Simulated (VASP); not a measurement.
# Rh (Im-3m) in VASP: a series of runs

Rh is run at these levels: revPBE; tasks: single point.

Everything below comes from runs of VASP 6.6.1. Logs are shortened: lines on timing, memory, paths and dates and some standing lists are left out, and cuts for length are marked.

## (1) The cell of the first run

The structure is cubic, space group Im-3m (No. 229). Conventional cell: a = 2.958 Å, b = 2.958 Å, c = 2.958 Å, α = 90.00°, β = 90.00°, γ = 90.00°. Rh (site symmetry m-3m) has 14 Rh at 2.56 to 2.96 Å within 3.4 Å.

## (2) Single point, revPBE (volume scaled by 0.88)

File INCAR:

```
SYSTEM = Rh
ALGO     = Normal         ! electronic algorithm
EDIFF    = 1E-6           ! SCF threshold, eV
ENCUT    = 520            ! plane-wave cutoff, eV
GGA      = RE             ! functional
ISIF     = 2              ! what is computed and relaxed
ISMEAR   = -1             ! smearing method
LASPH    = .True.         ! aspherical terms in the spheres
LCHARG   = .True.         ! write CHGCAR
LELF     = .True.         ! ELF
LREAL    = .False.        ! projectors in reciprocal space
LVHAR    = .True.       
LWAVE    = .False.        ! write WAVECAR
NBANDS   = 14             ! bands
NELM     = 60             ! most SCF steps
PREC     = Accurate       ! precision mode
SIGMA    = 0.1            ! smearing width, eV
```

File KPOINTS:

```
k-points
0
Gamma
  16 16 16
  0 0 0
```

File POSCAR:

```
Rh
1.0
   -1.4790625834      1.4790625834      1.4790625834
    1.4790625834     -1.4790625834      1.4790625834
    1.4790625834      1.4790625834     -1.4790625834
Rh
1
Direct
    0.0000000000      0.0000000000      0.0000000000
```

Potentials or basis: VASP PAW PBE potentials, release 64 (Rh_pv).

On the command line:

```bash
cat potpaw_PBE.64/Rh_pv/POTCAR > POTCAR
mpirun -np 1 vasp_std > vasp.out
```

OUTCAR:

```text
SYSTEM = Rh
   EDIFF = 1E-6
   ENCUT = 520
   GGA = RE
   ISIF = 2
   ISMEAR = -1
   LASPH = .True.
   LREAL = .False.
   NELM = 60
   PREC = Accurate

 ion  position               nearest neighbor table
   1  0.000  0.000  0.000-

  LATTYP: Found a body centered cubic cell.
 ALAT       =     2.9581251668

  Lattice vectors:

 A1 = (  -1.4790625834,   1.4790625834,   1.4790625834)
 A2 = (   1.4790625834,  -1.4790625834,   1.4790625834)
 A3 = (   1.4790625834,   1.4790625834,  -1.4790625834)

Analysis of symmetry for initial positions (statically):
=====================================================================
 Subroutine PRICEL returns:
 Original cell was already a primitive cell.

 Routine SETGRP: Setting up the symmetry group for a
 body centered cubic supercell.

 Subroutine GETGRP returns: Found 48 space group operations
 (whereof 48 operations were pure point group operations)
 out of a pool of 48 trial point group operations.

The static configuration has the point symmetry O_h .

Analysis of symmetry for dynamics (positions and initial velocities):
=====================================================================
 Subroutine PRICEL returns:
 Original cell was already a primitive cell.

 Routine SETGRP: Setting up the symmetry group for a
 body centered cubic supercell.

 Subroutine GETGRP returns: Found 48 space group operations
 (whereof 48 operations were pure point group operations)
 out of a pool of 48 trial point group operations.

The dynamic configuration has the point symmetry O_h .

 Subroutine INISYM returns: Found 48 space group operations
 (whereof 48 operations are pure point group operations),
 and found     1 'primitive' translations

----------------------------------------------------------------------------------------

                                     Primitive cell

  volume of cell :      12.9425

  direct lattice vectors                    reciprocal lattice vectors
    -1.479062583  1.479062583  1.479062583     0.000000000  0.338051956  0.338051956
     1.479062583 -1.479062583  1.479062583     0.338051956  0.000000000  0.338051956
     1.479062583  1.479062583 -1.479062583     0.338051956  0.338051956  0.000000000

  length of vectors
     2.561811542  2.561811542  2.561811542     0.478077662  0.478077662  0.478077662

  position of ions in fractional coordinates (direct lattice)
     0.000000000  0.000000000  0.000000000

  ion indices of the primitive-cell ions
   primitive index   ion index
                 1           1

----------------------------------------------------------------------------------------

 KPOINTS: k-points

Automatic generation of k-mesh.
 Grid dimensions read from file:
 generate k-points for:   16   16   16

 Generating k-lattice:

  Cartesian coordinates                     Fractional coordinates (reciprocal lattice)
     0.000000000  0.021128247  0.021128247     0.062500000  0.000000000  0.000000000
     0.021128247  0.000000000  0.021128247     0.000000000  0.062500000  0.000000000
     0.021128247  0.021128247  0.000000000     0.000000000  0.000000000  0.062500000

  Length of vectors
     0.029879854  0.029879854  0.029879854

  Shift w.r.t. Gamma in fractional coordinates (k-lattice)
     0.000000000  0.000000000  0.000000000

 Subroutine IBZKPT returns following result:
 ===========================================

 Found    145 irreducible k-points:

 Following reciprocal coordinates:
            Coordinates               Weight
  0.000000  0.000000  0.000000      1.000000
  0.062500  0.000000  0.000000     12.000000
  0.125000  0.000000  0.000000     12.000000
  0.187500  0.000000  0.000000     12.000000
  0.250000  0.000000  0.000000     12.000000
  0.312500  0.000000  0.000000     12.000000
[... 16 lines left out ...]
  0.187500  0.187500  0.000000     24.000000
  0.250000  0.187500  0.000000     48.000000
 [... further k-points ...]
   k-points           NKPTS =    145   k-points in BZ     NKDIM =    145   number of bands    NBANDS=     14
   number of dos      NEDOS =    301   number of ions     NIONS =      1
   total plane-waves  NPLWV =   8000
   dimension x,y,z NGX =    20 NGY =   20 NGZ =   20
   dimension x,y,z NGXF=    40 NGYF=   40 NGZF=   40
   ions per type =               1
   NGX,Y,Z   is equivalent  to a cutoff of  12.98, 12.98, 12.98 a.u.
   NGXF,Y,Z  is equivalent  to a cutoff of  25.96, 25.96, 25.96 a.u.
 SYSTEM =  Rh
   PREC   = accura    normal or accurate (medium, high low for compatibility)
   ISTART =      0    job   : 0-new  1-cont  2-samecut
   ICHARG =      2    charge: 1-file 2-atom 10-const
   ISPIN  =      1    spin polarized calculation?
   LNONCOLLINEAR =      F non collinear calculations
   LSORBIT =      F    spin-orbit coupling
   LASPH  =      T    aspherical Exc in radial PAW
   ENCUT  =  520.0 eV  38.22 Ry    6.18 a.u.   4.76  4.76  4.76*2*pi/ulx,y,z
   NELM   =     60;   NELMIN=  2; NELMDL= -5     # of ELM steps
   EDIFF  = 0.1E-05   stopping-criterion for ELM
   LREAL  =      F    real-space projection
   EDIFFG = 0.1E-04   stopping-criterion for IOM
   NSW    =      0    number of steps for IOM
   IBRION =     -1    ionic relax: 0-MD 1-quasi-New 2-CG
   NFREE  =      0    steps in history (QN), initial steepest desc. (CG)
   ISIF   =      2    stress and relaxation
   ISYM   =      2    0-nonsym 1-usesym 2-fastsym
   POTIM  = 0.5000    time-step for ionic-motion
   TEBEG  =    0.0;   TEEND  =   0.0 temperature during run
   PSTRESS=    0.0 pullay stress
   NELECT =      15.0000    total number of electrons
   NUPDOWN=      -1.0000    fix difference up-down
   EMIN   =  10.00;   EMAX   =-10.00  energy-range for DOS
   EFERMI =   0.00;   METHOD = LEGACY
   ISMEAR =    -1;   SIGMA  =   0.10  broadening in eV -4-tet -1-fermi 0-gaus
   EFERMI_NEDOS =   21; number of points for ismear=-14 and -15
   IALGO  =     38    algorithm
   IMIX   =      4    mixing-type and parameters
     AMIX     =   0.40;   BMIX     =  1.00
     AMIX_MAG =   1.60;   BMIX_MAG =  1.00
  volume/ion in A,a.u.               =      12.94        87.34
  Fermi-wavevector in a.u.,A,eV,Ry     =   1.719618  3.249607 40.233608  2.957087
  Thomas-Fermi vector in A             =   2.796211
   LORBIT       =      0    0 simple, 1 ext, 2 COOP (PROOUT), +10 PAW based schemes
   GGA     = RE    functional components
   LHFCALC =     F    Hartree Fock is set to
   AEXX    =    0.0000 exact exchange contribution
   IVDW    =     0    specifies the selected vdW correction
   LEPSILON=     F    determine dielectric tensor
   LRPA    =     F    only Hartree local field effects (RPA)
 non-spin polarized calculation
  energy-cutoff  :      520.00
  volume of cell :       12.94
 maximum number of plane-waves:       370
   NGX =  9   NGY =  9   NGZ =  9

 number of electron      15.0000006 magnetization

 Free energy of the ion-electron system (eV)
  ---------------------------------------------------
  ext. energy  EPLUGINS =         0.00000000
  ---------------------------------------------------
  free energy    TOTEN  =        -6.25926690 eV

  energy without entropy =       -6.19155541  energy(sigma->0) =       -6.22541115

 E-fermi :  12.9075     XC(G=0): -14.3376

 val. band max:       12.9070216348   @ k =   0.3125   0.1875   0.0625
 cond. band min:      12.9096911722   @ k =  -0.4375   0.5000   0.3125
 fundamental gap:      0.0026695374
 Fermi energy:        12.9075368177

 k-point     1 :       0.0000    0.0000    0.0000
  band No.  band energies     occupation
      1     -33.2168      2.00000
      2     -33.2168      2.00000
      3     -33.2168      2.00000
      4       4.7320      2.00000
      5       9.6585      2.00000
      6       9.6585      2.00000
      7       9.6585      2.00000
      8      12.3737      1.99044
      9      12.3737      1.99044
     10      31.4940      0.00000
     11      31.4940      0.00000
     12      31.4940      0.00000
     13      33.8274      0.00000
     14      42.5295      0.00000

 k-point     2 :       0.0625    0.0000    0.0000
  band No.  band energies     occupation
      1     -33.2533      2.00000
      2     -33.2286      2.00000
      3     -33.2169      2.00000
      4       4.9088      2.00000
      5       9.5827      2.00000
      6       9.6565      2.00000
      7       9.8048      2.00000
      8      12.2761      1.99639
      9      12.3788      1.98994
     10      31.5775      0.00000
     11      31.6295      0.00000
     12      31.7580      0.00000
     13      33.8281      0.00000
     14      41.2064      0.00000

 k-point     3 :       0.1250    0.0000    0.0000
  band No.  band energies     occupation
      1     -33.3565      2.00000
      2     -33.2622      2.00000
      3     -33.2171      2.00000
      4       5.4071      2.00000
      5       9.3727      2.00000
      6       9.6419      2.00000
      7      10.2340      2.00000
      8      12.0628      1.99957
      9      12.3972      1.98792
     10      31.6934      0.00000
     11      31.8115      0.00000
     12      32.5231      0.00000
     13      33.8280      0.00000
     14      39.4860      0.00000
[... 324 lines left out ...]
 k-point    23 :       0.1875    0.1875    0.0000
  band No.  band energies     occupation
      1     -33.8424      2.00000
      2     -33.4386      2.00000
      3     -33.2824      2.00000
      4       7.4963      2.00000
      5       8.7309      2.00000
      6       9.2574      2.00000
      7      11.7263      1.99999
      8      12.8014      1.48584
      9      13.9951      0.00004
     10      28.8094      0.00000
     11      29.3446      0.00000
     12      33.7920      0.00000
     13      33.9144      0.00000
     14      35.0712      0.00000

 k-point    24 :       0.2500    0.1875    0.0000
  band No.  band energies     occupation
      1     -33.9353      2.00000
      2     -33.5156      2.00000
      3     -33.2943      2.00000
      4       7.5189      2.00000
      5       8.5049      2.00000
      6       9.7713      2.00000
      7      11.8931      1.99992
      8      12.9328      0.87453
      9      15.5015      0.00000
     10      26.8717      0.00000
     11      28.2520      0.00000
     12      32.5007      0.00000
     13      33.8309      0.00000
     14      36.0076      0.00000

 [... further k-points ...]

------------------------ aborting loop because EDIFF is reached ----------------------------------------

  FORCE on cell =-STRESS in cart. coord.  units (eV):
  Direction    XX          YY          ZZ          XY          YZ          ZX
  --------------------------------------------------------------------------------------
  -------------------------------------------------------------------------------------
  Total        3.1387108      3.1387108      3.1387108      0.0000000      0.0000000      0.0000000
  in kB      388.5458252    388.5458252    388.5458252      0.0000000      0.0000000      0.0000000
  external PRESSURE =     388.5458252 kB  Pullay stress =       0.0000000 kB

 VOLUME and BASIS-vectors are now :
 -----------------------------------------------------------------------------
  energy-cutoff  :      520.00
  volume of cell :       12.94
      direct lattice vectors                 reciprocal lattice vectors
    -1.479062583  1.479062583  1.479062583     0.000000000  0.338051956  0.338051956
     1.479062583 -1.479062583  1.479062583     0.338051956  0.000000000  0.338051956
     1.479062583  1.479062583 -1.479062583     0.338051956  0.338051956  0.000000000

 POSITION                                       TOTAL-FORCE (eV/Angst)
 -----------------------------------------------------------------------------------
      0.00000      0.00000      0.00000        -0.000000      0.000000     -0.000000
 -----------------------------------------------------------------------------------
    total drift:                                0.000000     -0.000000      0.000000

  FREE ENERGIE OF THE ION-ELECTRON SYSTEM (eV)
  ---------------------------------------------------
  free  energy   TOTEN  =        -6.2592668993 eV

  energy  without entropy=       -6.1915554075  energy(sigma->0) =       -6.22541115
```

It took 12 s on 1 thread of Intel Xeon 6975P-C (Granite Rapids), shared host; peak memory 0.14 GiB.

Results:

- Free energy: -6.2593 eV
- Pressure: 38.9 GPa

Levels at points of the mesh, in eV from the Fermi level:
```tsv
k point	band 5	band 6	band 7	band 8	band 9	band 10	band 11	band 12
(0.00, 0.00, 0.00)	-3.25	-3.25	-3.25	-0.53	-0.53	18.59	18.59	18.59
(0.50, 0.00, 0.00)	-4.95	-0.57	-0.12	1.34	1.84	10.29	14.76	19.46
(0.50, 0.50, 0.50)	-6.57	1.25	1.25	1.25	9.93	9.93	9.93	20.38
```

Caveat: the PAW data sets were made with another functional, which shifts forces and pressure a little.

(Part 1 of 3 ends here.)
